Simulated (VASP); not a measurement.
# PbSe in VASP: notebook, part 2 of 2

VASP 6.6.1.

### 3 Single point, r2SCAN (strain -4.0%)

File POSCAR:

```
PbSe
1.0
    4.9671785711      0.0000000000      0.0000000000
   -2.4835892856      4.3017028277      0.0000000000
    0.0000000000      0.0000000000      5.9661839649
Pb Se
2 2
Direct
    0.3333333333      0.6666666667     -0.0625296050
    0.6666666667      0.3333333333      0.4374703950
    0.3333333333      0.6666666667      0.4375296050
    0.6666666667      0.3333333333      0.9375296050
```

File INCAR.step1:

```
  PREC = Accurate
  ENCUT = 520
  ISMEAR = 0
  SIGMA = 0.01
  LREAL = F
  LASPH = T
  NELM = 60
  NBANDS = 28
  GGA = PE
  ALGO = Normal
  EDIFF = 1E-4
  LWAVE = T
  LCHARG = F
```

File INCAR.step2:

```
  PREC = Accurate
  ENCUT = 520
  EDIFF = 1E-7
  ISMEAR = 0
  SIGMA = 0.01
  LREAL = F
  LASPH = T
  NELM = 60
  ALGO = Normal
  ISIF = 2
  LWAVE = F
  LCHARG = F
  METAGGA = R2SCAN
  LMIXTAU = T
  NBANDS = 28
  ISTART = 1
```

File KPOINTS:

```
Automatic mesh
0
Gamma
  6 6 4
```

Potentials or basis: VASP PAW PBE potentials, release 64 (Pb_d, Se).

Command:

```
$ cat potpaw_PBE.64/Pb_d/POTCAR potpaw_PBE.64/Se/POTCAR > POTCAR
$ cp INCAR.step1 INCAR
$ mpirun -np 1 vasp_std > vasp.out
$ cp INCAR.step2 INCAR
$ mpirun -np 1 vasp_std > vasp.out
```

Wall time 13 min (1 thread of Intel Xeon 8259CL, shared host); peak memory 0.32 GiB.

It converged, with:

| Quantity | Value |
| --- | --- |
| Free energy | -143.1053 eV |
| Pressure | 6.3 GPa |
| Band gap on the k mesh | 1.25 eV |

Stress tensor (GPa, compression positive):
```
6.13 0.00 0.00
0.00 6.13 0.00
0.00 0.00 6.64
```

Levels at points of the mesh, in eV from the valence-band top:
| k point | band 17 | band 18 | band 19 | band 20 | band 21 | band 22 | band 23 | band 24 |
| --- | --- | --- | --- | --- | --- | --- | --- | --- |
| (0.00, 0.00, 0.00) | -3.81 | -2.44 | -2.40 | -2.40 | 1.57 | 1.57 | 3.35 | 3.35 |
| (0.50, 0.00, 0.00) | -3.63 | -2.89 | -2.69 | -0.90 | 2.96 | 3.50 | 4.16 | 4.43 |
| (0.00, 0.00, 0.50) | -3.12 | -3.12 | -1.72 | -1.72 | 2.00 | 2.00 | 2.00 | 2.00 |
| (0.50, 0.00, 0.50) | -2.41 | -2.41 | -0.88 | -0.88 | 1.45 | 1.45 | 3.20 | 3.20 |

Caveat: the cell differs from its parent crystal (strain -4.0%); the cell stands under pressure; the PAW data sets were made with another functional, which shifts forces and pressure a little; spin-orbit coupling is left out, which moves the levels of the heavy elements.

### 4 Single point, PBE (uniaxial x strain +3.0%)

File INCAR:

```
SYSTEM = PbSe
PREC     = Accurate       ! precision mode
ENCUT    = 520            ! plane-wave cutoff, eV
EDIFF    = 1E-6           ! SCF threshold, eV
ISMEAR   = -1             ! smearing method
SIGMA    = 0.02           ! smearing width, eV
LREAL    = .FALSE.        ! projectors in reciprocal space
LASPH    = .TRUE.         ! aspherical terms in the spheres
NELM     = 80             ! most SCF steps
ALGO     = Normal         ! electronic algorithm
ISIF     = 2              ! what is computed and relaxed
LWAVE    = .FALSE.        ! write WAVECAR
LCHARG   = .FALSE.        ! write CHGCAR
GGA      = PE             ! functional
NBANDS   = 28             ! bands
```

File KPOINTS:

```
Automatic mesh
0
G
  6 6 4
  0 0 0
```

File POSCAR:

```
PbSe
1.0
    5.3293686753      0.0000000000      0.0000000000
   -2.6646843377      4.4809404456      0.0000000000
    0.0000000000      0.0000000000      6.2147749634
Pb Se
2 2
Direct
    0.3320307580      0.6640615161     -0.0685543278
    0.6679692420      0.3359384839      0.4314456722
    0.3322629725      0.6645259451      0.4435543278
    0.6677370275      0.3354740549      0.9435543278
```

Command:

```
$ cat potpaw_PBE.64/Pb_d/POTCAR potpaw_PBE.64/Se/POTCAR > POTCAR
$ mpirun -np 1 vasp_std > vasp.out
```

Run time: 5 min. Hardware: 1 thread of Intel Xeon 8259CL, shared host; peak memory 0.33 GiB.

It converged, with:

* Free energy: -16.0732 eV
* Pressure: -0.2 GPa
* Largest force: 0.022 eV/Å
* Band gap on the k mesh: 1.26 eV

Forces on the atoms (eV/Å):
```
Pb   0.000 -0.007  0.021
Pb   0.000  0.007  0.021
Se   0.000 -0.007 -0.021
Se   0.000  0.007 -0.021
```

Stress tensor (GPa, compression positive):
```
-0.71  0.00  0.00
 0.00 -0.67  0.00
 0.00  0.00  0.69
```

Levels at points of the mesh, in eV from the valence-band top:
```
           k point  band 18  band 19  band 20  band 21  band 22  band 23
(0.00, 0.00, 0.00)    -1.64    -1.55    -1.51     1.77     1.83     3.22
(0.50, 0.00, 0.00)    -1.93    -1.86    -0.53     2.51     3.12     3.85
(0.00, 0.50, 0.00)    -2.07    -1.92    -0.62     2.65     3.28     3.96
(0.00, 0.00, 0.50)    -2.14    -1.11    -1.11     2.15     2.15     2.20
(0.50, 0.00, 0.50)    -1.57    -0.53    -0.53     1.48     1.48     2.86
(0.00, 0.50, 0.50)    -1.66    -0.56    -0.56     1.51     1.51     2.99
```

Caveat: the cell differs from its parent crystal (uniaxial x strain +3.0%); spin-orbit coupling is left out, which moves the levels of the heavy elements. A k mesh can miss the band edges.

### 5 Single point, r2SCAN (uniaxial x strain +3.0%)

POSCAR is that of step 4.

File INCAR.step1:

```
SYSTEM = PbSe
PREC = Accurate
ENCUT = 520
ISMEAR = 0
SIGMA = 0.01
LREAL = .False.
LASPH = .True.
NELM = 80
NBANDS = 28
GGA = PE
ALGO = Normal
EDIFF = 1E-4
LWAVE = .True.
LCHARG = .False.
```

File INCAR.step2:

```
SYSTEM = PbSe
PREC = Accurate
ENCUT = 520
EDIFF = 1E-6
ISMEAR = 0
SIGMA = 0.01
LREAL = .False.
LASPH = .True.
NELM = 80
ALGO = Normal
ISIF = 2
LWAVE = .False.
LCHARG = .False.
METAGGA = R2SCAN
LMIXTAU = .True.
NBANDS = 28
ISTART = 1
```

File KPOINTS:

```
regular mesh
0
Gamma
  6 6 4
  0 0 0
```

Potentials or basis: VASP PAW PBE potentials, release 64 (Pb_d, Se).

Command:

```
$ cat potpaw_PBE.64/Pb_d/POTCAR potpaw_PBE.64/Se/POTCAR > POTCAR
$ cp INCAR.step1 INCAR
$ mpirun -np 1 vasp_std > vasp.out
$ cp INCAR.step2 INCAR
$ mpirun -np 1 vasp_std > vasp.out
```

OUTCAR:

```text
SYSTEM = PbSe
   PREC = Accurate
   ENCUT = 520
   EDIFF = 1E-6
   ISMEAR = 0
   LREAL = .False.
   LASPH = .True.
   NELM = 80
   ISIF = 2
   METAGGA = R2SCAN
   ISTART = 1

 ion  position               nearest neighbor table
   1  0.332  0.664  0.931-   4 3.01   3 3.03   4 3.05   4 3.05   3 3.18
   2  0.668  0.336  0.431-   3 3.01   4 3.03   3 3.05   3 3.05   4 3.18
   3  0.332  0.665  0.444-   2 3.01   1 3.03   2 3.05   2 3.05   1 3.18
   4  0.668  0.335  0.944-   1 3.01   2 3.03   1 3.05   1 3.05   2 3.18

[... 949 lines left out ...]
  --------------------------------------------------------------------------------------
  -------------------------------------------------------------------------------------
  Total       -1.2986207     -1.3246250     -0.2011590      0.0000000      0.0000000      0.0000000
  in kB      -14.0191787    -14.2999062     -2.1715992      0.0000000      0.0000000      0.0000000
  external PRESSURE =     -10.1635614 kB  Pullay stress =       0.0000000 kB

 VOLUME and BASIS-vectors are now :
 -----------------------------------------------------------------------------
  energy-cutoff  :      520.00
  volume of cell :      148.41
      direct lattice vectors                 reciprocal lattice vectors
     5.329368675  0.000000000  0.000000000     0.187639486  0.111583719  0.000000000
    -2.664684338  4.480940446  0.000000000     0.000000000  0.223167438  0.000000000
     0.000000000  0.000000000  6.214774963     0.000000000  0.000000000  0.160906872

 POSITION                                       TOTAL-FORCE (eV/Angst)
 -----------------------------------------------------------------------------------
     -0.00000      2.97562      5.78873         0.000000     -0.001450      0.002231
      2.66468      1.50532      2.68134        -0.000000      0.001450      0.002231
     -0.00000      2.97770      2.75659         0.000000     -0.000970     -0.002231
      2.66468      1.50324      5.86398        -0.000000      0.000970     -0.002231
 -----------------------------------------------------------------------------------
    total drift:                               -0.000000      0.000000      0.000905

  FREE ENERGIE OF THE ION-ELECTRON SYSTEM (eV)
  ---------------------------------------------------
  free  energy   TOTEN  =      -143.3832207601 eV

  energy  without entropy=     -143.3832207601  energy(sigma->0) =     -143.38322076
```

Run time: 16 min. Hardware: 1 thread of Intel Xeon 8259CL, shared host; peak memory 0.38 GiB.

Results:

| Quantity | Value |
| --- | --- |
| Free energy | -143.3832 eV |
| Pressure | -1.0 GPa |
| Band gap on the k mesh | 1.58 eV |

Forces in eV/Å, atoms in the order of the input:
```
Pb   0.000 -0.001  0.002
Pb   0.000  0.001  0.002
Se   0.000 -0.001 -0.002
Se   0.000  0.001 -0.002
```

Levels at points of the mesh, in eV from the valence-band top:
```csv
k point,band 16,band 17,band 18,band 19,band 20,band 21,band 22,band 23,band 24,band 25
"(0.00, 0.00, 0.00)",-2.88,-2.84,-1.76,-1.66,-1.63,1.99,2.04,3.48,3.52,4.74
"(0.50, 0.00, 0.00)",-3.44,-2.70,-2.00,-1.96,-0.56,2.79,3.33,4.15,4.58,5.27
"(0.00, 0.50, 0.00)",-3.49,-2.74,-2.13,-2.04,-0.66,2.93,3.50,4.27,4.62,5.37
"(0.00, 0.00, 0.50)",-2.29,-2.25,-2.25,-1.15,-1.15,2.37,2.37,2.42,2.42,2.70
"(0.50, 0.00, 0.50)",-2.78,-1.65,-1.65,-0.55,-0.55,1.77,1.77,3.09,3.09,4.38
"(0.00, 0.50, 0.50)",-2.86,-1.74,-1.74,-0.59,-0.59,1.81,1.81,3.22,3.22,4.48
```

Caveat: the cell differs from its parent crystal (uniaxial x strain +3.0%); the PAW data sets were made with another functional, which shifts forces and pressure a little; spin-orbit coupling is left out, which moves the levels of the heavy elements.

### 6 The runs side by side

```csv
level,cell,smearing,gap on the mesh (eV),pressure (GPa)
PBE,"a = 4.967, b = 4.967, c = 5.966 Å, angles 90.0, 90.0, 120.0°, 4 atoms, strain -4.0%",fermi-dirac 0.02 eV,0.95,7.0
r2SCAN,"a = 4.967, b = 4.967, c = 5.966 Å, angles 90.0, 90.0, 120.0°, 4 atoms, strain -4.0%",gaussian 0.01 eV,1.25,6.3
PBE,"a = 5.329, b = 5.213, c = 6.215 Å, angles 90.0, 90.0, 120.7°, 4 atoms, uniaxial x strain +3.0%",fermi-dirac 0.02 eV,1.26,-0.2
r2SCAN,"a = 5.329, b = 5.213, c = 6.215 Å, angles 90.0, 90.0, 120.7°, 4 atoms, uniaxial x strain +3.0%",gaussian 0.01 eV,1.58,-1.0
```

Alike in all rows: task single point; potentials or basis VASP PAW PBE potentials, release 64 (Pb_d, Se); no spin polarisation; k mesh 6 × 6 × 4; cutoff (eV) 520.

Caveats: spin-orbit coupling is left out, which moves the levels of the heavy elements; the cell stands under pressure (at least some runs); the PAW data sets were made with another functional, which shifts forces and pressure a little (at least some runs).

Absolute energies hang on the potentials; compare differences alone.
